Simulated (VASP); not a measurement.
The system is BaTiO3.

```xyz
5
Lattice="4.0263 0.0000 0.0000 0.0000 4.0263 0.0000 0.0000 0.0000 4.0446" Properties=species:S:1:pos:R:3 pbc="T T T"
Ba    0.0000    0.0000    0.0000
Ti    2.0131    2.0131    1.9819
O     0.0000    2.0131    2.0911
O     2.0131    0.0000    2.0911
O     2.0131    2.0131    0.0768
```

Base run:

```yaml
Program: VASP 6.6.1
Functional: PBE
Potentials_or_basis: VASP PAW PBE potentials, release 64 (Ba_sv, Ti_sv, O)
Cutoff: 520 eV
k_mesh: 7 × 7 × 7
Occupations: fermi-dirac, width 0.05 eV
Spin: no spin polarisation
```

Its results: band gap on the k mesh 1.82 eV, indirect (least direct gap 2.03 eV); pressure 0.8 GPa; largest force 0.393 eV/Å.

**Question.** The run is repeated on the same cell with these changes: dispersion from none to D3(BJ). What comes out?

**Answer.** Band gap on the k mesh 1.82 eV, indirect (least direct gap 2.03 eV); pressure -2.4 GPa; largest force 0.394 eV/Å.

Dispersion adds attraction, which lowers the pressure at fixed volume and, as a term added to the energy, leaves the levels alone.

Caveats: spin-orbit coupling is left out, which moves the levels of the heavy elements.

A k mesh can miss the band edges.
